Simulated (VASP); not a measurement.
A run of VASP 6.6.1 is set up as follows.

The input POSCAR:

```
Cl
1.0
    2.8253811302      0.0000000000      0.0000000000
    0.0000000000      2.8253811302      0.0000000000
    0.0000000000      0.0000000000      2.8253811302
Cl
1
Direct
    0.0000000000      0.0000000000      0.0000000000
```

The input INCAR.step1:

```
PREC     = Accurate       # precision mode
ENCUT    = 520            # plane-wave cutoff, eV
ISMEAR   = -1             # smearing method
SIGMA    = 0.05           # smearing width, eV
LREAL    = False          # projectors in reciprocal space
LASPH    = True           # aspherical terms in the spheres
NELM     = 60             # most SCF steps
NBANDS   = 10             # bands
GGA      = PE             # functional
ALGO     = Normal         # electronic algorithm
EDIFF    = 1E-4           # SCF threshold, eV
LWAVE    = True           # write WAVECAR
LCHARG   = False          # write CHGCAR
```

File INCAR.step2:

```
PREC     = Accurate       # precision mode
ENCUT    = 520            # plane-wave cutoff, eV
EDIFF    = 1E-6           # SCF threshold, eV
ISMEAR   = -1             # smearing method
SIGMA    = 0.05           # smearing width, eV
LREAL    = False          # projectors in reciprocal space
LASPH    = True           # aspherical terms in the spheres
NELM     = 60             # most SCF steps
ALGO     = Normal         # electronic algorithm
ISIF     = 2              # what is computed and relaxed
LWAVE    = False          # write WAVECAR
LCHARG   = False          # write CHGCAR
METAGGA  = R2SCAN         # meta-GGA
LMIXTAU  = True         
NBANDS   = 10             # bands
ISTART   = 1
```

Contents of KPOINTS:

```
Automatic mesh
0
Gamma
  8 8 8
```

Potentials or basis: VASP PAW PBE potentials, release 64 (Cl).

The run is started by

```sh
$ cat potpaw_PBE.64/Cl/POTCAR > POTCAR
$ cp INCAR.step1 INCAR
$ mpirun -np 1 vasp_std > vasp.out
$ cp INCAR.step2 INCAR
$ mpirun -np 1 vasp_std > vasp.out
```

Q: Predict the pressure.

A: 0.5 GPa.

Caveat: the PAW data sets were made with another functional, which shifts forces and pressure a little; an odd number of electrons without spin polarisation forces a metal; a magnetic or distorted state may lie lower.
